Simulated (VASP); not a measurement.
Here is a VASP 6.6.1 calculation.

INCAR

```
SYSTEM = Ti3O4
PREC = Accurate ; ENCUT = 520
EDIFF = 1E-6 ; ISMEAR = 0
SIGMA = 0.15 ; LREAL = .FALSE.
LASPH = .TRUE. ; NELM = 60
ALGO = Normal ; ISIF = 2
LWAVE = .FALSE. ; LCHARG = .FALSE.
GGA = PS ; NBANDS = 39
```

Contents of KPOINTS:

```
Automatic mesh
0
G
  8 8 14
  0 0 0
```

Contents of POSCAR:

```
Ti3O4
1.0
    3.2040978515     -4.0303540220      0.0000000000
    3.2040978515      4.0303540220      0.0000000000
    0.0000000000      0.0000000000      2.9690273773
Ti O
3 4
Direct
    0.0000000000      0.0000000000      0.5000000000
    0.5000000000      0.0000000000      0.0000000000
    0.0000000000      0.5000000000      0.0000000000
    0.7627833111      0.7627833111      0.0000000000
    0.2588765548      0.7411234452      0.5000000000
    0.2372166889      0.2372166889      0.0000000000
    0.7411234452      0.2588765548      0.5000000000
```

Potentials or basis: VASP PAW PBE potentials, release 64 (Ti_sv, O).

Launch:

```sh
$ cat potpaw_PBE.64/Ti_sv/POTCAR potpaw_PBE.64/O/POTCAR > POTCAR
$ mpirun -np 1 vasp_std > vasp.out
```

(1) What does it give for the pressure?

(2) Estimate the largest force.

(3) Estimate the band gap on the k mesh.

## Answers

(1) -16.3 GPa.

(2) 1.085 eV/Å.

(3) zero (bands 30 and 31 overlap by 0.87 eV).

Caveat: the cell differs from its parent crystal (strain +0.1000 x Voigt [1, 0, 0, 0, 0, 0]); the stress differs along the axes, from -25 to -8 GPa; the PAW data sets were made with another functional, which shifts forces and pressure a little; semilocal functionals often make such compounds metallic where correlation or magnetic order opens a gap, which also shifts bond lengths.
